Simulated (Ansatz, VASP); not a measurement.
**Two plane-wave programs on SnO**

```
Sn O
1.0
     3.80200    0.00000    0.00000
     0.00000    3.80200    0.00000
     0.00000    0.00000    4.83600
Sn O
2 2
Direct
  0.00000 0.50000 0.23850
  0.50000 0.00000 0.76150
  0.00000 0.00000 0.00000
  0.50000 0.50000 0.00000
```

Alike in both runs: task single point; functional PBE; k mesh 14 × 14 × 12; occupations gaussian, width 0.15 eV; no spin polarisation.

|  | VASP | Ansatz |
| --- | --- | --- |
| version | VASP 6.6.1 | Ansatz 0.2.0 |
| potentials or method | VASP PAW PBE potentials, release 64 (Sn_d, O), cutoff 520 eV | scalar-relativistic, plane waves, PAW |
| valence electrons in the cell | 40 | 40 |

VASP gave:

* gap on the k mesh at the Fermi level (eV): none
* pressure (GPa): 4.4
* traceless stress, the component that is largest in VASP (GPa): -0.80
* rms of the force components (eV/Å): 0.179

**Question.** Estimate Ansatz's values.

**Answer.** gap on the k mesh at the Fermi level (eV): none; pressure (GPa): 4.2; traceless stress, the component that is largest in VASP (GPa): -0.82; rms of the force components (eV/Å): 0.144.

Atom by atom the forces differ by 0.035 eV/Å (rms over components). A gap of «none» marks a metal or a gap that the smearing closes.
